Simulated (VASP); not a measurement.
# Co (P6_3/mmc) in VASP: a series of runs, part 2 of 2

VASP 6.6.1. Earlier steps stand in the parts before.

### 5 Relaxation of cell and atoms, PBEsol, collinear spin, ferromagnetic start

This run uses another cell than the first one, of 10.69 Å³/atom.

File INCAR:

```
SYSTEM = Co
  PREC = Accurate
  ENCUT = 600
  EDIFF = 1E-6
  ISMEAR = 0
  SIGMA = 0.1
  LREAL = .FALSE.
  LASPH = .TRUE.
  NELM = 150
  ALGO = Normal
  ISIF = 3
  LWAVE = .FALSE.
  LCHARG = .FALSE.
  ISPIN = 2
  MAGMOM = 1.82 1.85 1.82 1.85
  LORBIT = 11
  LMAXMIX = 4
  GGA = PS
  IBRION = 2
  NSW = 90
  EDIFFG = -0.04
```

File KPOINTS:

```
regular mesh
0
G
  9 9 2
  0 0 0
```

File POSCAR:

```
Co
1.0
    2.4705617809      0.0000000000      0.0000000000
   -1.2352808905      2.1395692639      0.0000000000
    0.0000000000      0.0000000000      8.0882338000
Co
4
Direct
    0.0000000000      0.0000000000      0.0000000000
    0.3333333300      0.6666666700      0.2500000000
    0.0000000000      0.0000000000      0.5000000000
    0.6666666700      0.3333333300      0.7500000000
```

Potentials or basis: VASP PAW PBE potentials, release 64 (Co).

Run with:

```bash
> cat potpaw_PBE.64/Co/POTCAR > POTCAR
> mpirun -np 1 vasp_std > vasp.out
```

OUTCAR:

```text
SYSTEM = Co
   PREC = Accurate
   ENCUT = 600
   EDIFF = 1E-6
   ISMEAR = 0
   LREAL = .FALSE.
   LASPH = .TRUE.
   NELM = 150
   ISIF = 3
   ISPIN = 2
   LORBIT = 11
   GGA = PS
   IBRION = 2
   NSW = 90
   EDIFFG = -0.04

 ion  position               nearest neighbor table
   1  0.000  0.000  0.000-   2 2.47   4 2.47   4 2.47   2 2.47   4 2.47   2 2.47
   2  0.333  0.667  0.250-   1 2.47   3 2.47   1 2.47   3 2.47   1 2.47   3 2.47
   3  0.000  0.000  0.500-   2 2.47   4 2.47   4 2.47   2 2.47   4 2.47   2 2.47
   4  0.667  0.333  0.750-   1 2.47   3 2.47   1 2.47   3 2.47   1 2.47   3 2.47

  LATTYP: Found a hexagonal cell.
 ALAT       =     2.4705617809
 C/A-ratio  =     3.2738439745

  Lattice vectors:

 A1 = (   2.4705617809,   0.0000000000,   0.0000000000)
 A2 = (  -1.2352808905,   2.1395692639,   0.0000000000)
 A3 = (   0.0000000000,   0.0000000000,   8.0882338000)

Analysis of symmetry for initial positions (statically):
[... 368 lines left out ...]
      1       1.5556      1.00000
      2       3.8715      1.00000
      3       3.8763      1.00000
      4       5.4793      1.00000
      5       7.8406      1.00000
      6       7.8709      1.00000
[... 685 lines left out ...]
     25      17.2808      0.00000
     26      17.2808      0.00000
 Fermi energy:        10.9075280573

 spin component 2

 k-point     1 :       0.0000    0.0000    0.0000
  band No.  band energies     occupation
      1       1.6224      1.00000
      2       4.0058      1.00000
      3       4.0116      1.00000
      4       6.3550      1.00000
      5       9.0843      1.00000
      6       9.1418      1.00000
[... 716 lines left out ...]
  FREE ENERGIE OF THE ION-ELECTRON SYSTEM (eV)
  ---------------------------------------------------
  free  energy   TOTEN  =       -30.9061950578 eV

  energy  without entropy=      -30.8853442388  energy(sigma->0) =      -30.89576965

 reached required accuracy - stopping structural energy minimisation

 total charge

# of ion       s       p       d       tot
------------------------------------------
    1        0.511   0.570   7.304   8.384
    2        0.511   0.571   7.297   8.379
    3        0.511   0.570   7.304   8.384
    4        0.511   0.571   7.297   8.379
--------------------------------------------------
tot          2.043   2.281  29.202  33.527

 magnetization (x)

# of ion       s       p       d       tot
------------------------------------------
    1       -0.017  -0.050   1.565   1.498
    2       -0.016  -0.047   1.583   1.521
    3       -0.017  -0.050   1.565   1.498
    4       -0.016  -0.047   1.583   1.521
--------------------------------------------------
tot         -0.065  -0.193   6.296   6.037
```

OSZICAR:

```text
N       E                     dE             d eps       ncg     rms          rms(c)
DAV:   1     0.253741667575E+03    0.25374E+03   -0.17219E+04  2504   0.206E+03
[... 53 lines left out ...]
DAV:   2    -0.309084648598E+02    0.59667E-02   -0.96331E-03  2742   0.165E+00    0.386E-01
DAV:   3    -0.309153692867E+02   -0.69044E-02   -0.33997E-02  2956   0.400E+00    0.136E+00
DAV:   4    -0.309063196839E+02    0.90496E-02   -0.28376E-02  2934   0.370E+00    0.191E-01
DAV:   5    -0.309062105186E+02    0.10917E-03   -0.11721E-03  2748   0.400E-01    0.386E-02
DAV:   6    -0.309061984847E+02    0.12034E-04   -0.11536E-04  2608   0.135E-01    0.196E-02
DAV:   7    -0.309061954665E+02    0.30182E-05   -0.73753E-06  2946   0.338E-02    0.113E-02
DAV:   8    -0.309061950578E+02    0.40867E-06   -0.12880E-06  1286   0.183E-02
   5 F= -.30906195E+02 E0= -.30895770E+02  d E =-.169689E-02  mag=     6.0158
```

CONTCAR:

```text
Co
   1.00000000000000
     2.4464074023379649    0.0000000000005699    0.0000000000000000
    -1.2232037012179999    2.1186509584517270   -0.0000000000000000
     0.0000000000000000    0.0000000000000000    7.9368932476356360
  Co
     4
Direct
     0.0000000000000000    0.0000000000000000    0.0000000000000000
     0.3333333300000021    0.6666666699999979    0.2500000000000000
     0.0000000000000000    0.0000000000000000    0.5000000000000000
     0.6666666699999979    0.3333333300000021    0.7500000000000000

  0.00000000E+00  0.00000000E+00  0.00000000E+00
  0.00000000E+00  0.00000000E+00  0.00000000E+00
  0.00000000E+00  0.00000000E+00  0.00000000E+00
  0.00000000E+00  0.00000000E+00  0.00000000E+00
```

Wall time 2.2 min (1 thread of Intel Xeon 6975P-C (Granite Rapids), shared host); peak memory 0.21 GiB.

Results:

| Item | Value |
| --- | --- |
| Free energy | -30.9062 eV |
| Relaxed volume | 10.28 Å³/atom |
| Relaxed cell | a = 2.446 Å, b = 2.446 Å, c = 7.937 Å, α = 90.00°, β = 90.00°, γ = 120.00° |
| Space group after relaxing (to 0.1 Å) | P6_3/mmc (No. 194) |
| Energy gained by relaxing | 10.0 meV/atom |
| Ionic steps | 5 |
| Pressure after relaxing | 0.2 GPa |
| Band gap on the k mesh | zero (filled and empty bands overlap) |
| Net moment | 6.02 μB per cell |
| Site moments | Co +1.50, +1.52 (each value once) μB |
| Valence electrons inside the program's atomic spheres | Co 8.38 |

The path:
| step | energy change (eV) | largest force (eV/Å) | pressure (GPa) | volume (Å³) |
| --- | --- | --- | --- | --- |
| 1 | 0.0000 | 0.0000 | -7.59 | 42.75 |
| 2 | 0.0054 | 0.0000 | 9.98 | 39.70 |
| 3 | -0.0385 | 0.0000 | 0.02 | 41.21 |
| 4 | -0.0385 | 0.0000 | 0.16 | 41.18 |
| 5 | -0.0402 | 0.0000 | 0.25 | 41.14 |

Final structure:
```
Co
1.0
     2.44641    0.00000    0.00000
    -1.22320    2.11865    0.00000
     0.00000    0.00000    7.93689
Co
4
Cartesian
  0.0000 0.0000 0.0000
  0.0000 1.4124 1.9842
  0.0000 0.0000 3.9684
  1.2232 0.7062 5.9527
```

Levels at points of the mesh, in eV from the Fermi level:
Spin up:
```tsv
k point	band 17	band 18	band 19	band 20	band 21	band 22	band 23	band 24	band 25	band 26
(0.00, 0.00, 0.00)	-1.75	-1.40	-1.40	-1.05	-1.05	-0.62	-0.62	-0.27	6.75	15.47
(0.00, 0.00, 0.50)	-1.56	-1.56	-1.56	-1.56	-0.81	-0.81	-0.81	-0.81	9.80	9.80
```
Spin down:
| k point | band 12 | band 13 | band 14 | band 15 | band 16 | band 17 |
| --- | --- | --- | --- | --- | --- | --- |
| (0.00, 0.00, 0.00) | -0.97 | -0.97 | -0.91 | -0.91 | -0.24 | -0.04 |
| (0.00, 0.00, 0.50) | -1.19 | -1.07 | -1.07 | -1.07 | -1.07 | 0.17 |

Caveat: the k points lie up to 0.40 Å⁻¹ apart in the final cell, too coarse for converged energies and pressures of a metal; the PAW data sets were made with another functional, which shifts forces and pressure a little.

### 6 The runs side by side

```csv
task,cell,k mesh,cutoff (eV),gap on the mesh (eV),pressure (GPa),moment (μB),relaxed volume (Å³/atom)
single point,"a = 2.449, b = 2.449, c = 7.965 Å, angles 90.0, 90.0, 120.0°, 4 atoms, atomic positions A",9 × 9 × 2,520,none,-0.9,6.06,-
single point,"a = 2.471, b = 2.471, c = 8.088 Å, angles 90.0, 90.0, 120.0°, 4 atoms, atomic positions A",9 × 9 × 2,520,none,-7.5,6.35,-
relaxation of cell and atoms,"relaxed from a = 2.472, b = 2.472, c = 4.021 Å, angles 90.0, 90.0, 120.0°, 2 atoms, atomic positions B",9 × 9 × 4,600,none,0.2,2.99,10.27
relaxation of cell and atoms,"relaxed from a = 2.471, b = 2.471, c = 8.088 Å, angles 90.0, 90.0, 120.0°, 4 atoms, atomic positions A",9 × 9 × 2,600,none,0.2,6.02,10.28
```

Alike in all rows: level PBEsol; potentials or basis VASP PAW PBE potentials, release 64 (Co); spin collinear, ferromagnetic start; smearing gaussian 0.1 eV.

Caveats: all runs use coarse meshes; the PAW data sets were made with another functional, which shifts forces and pressure a little.

Absolute energies hang on the potentials; compare differences alone.
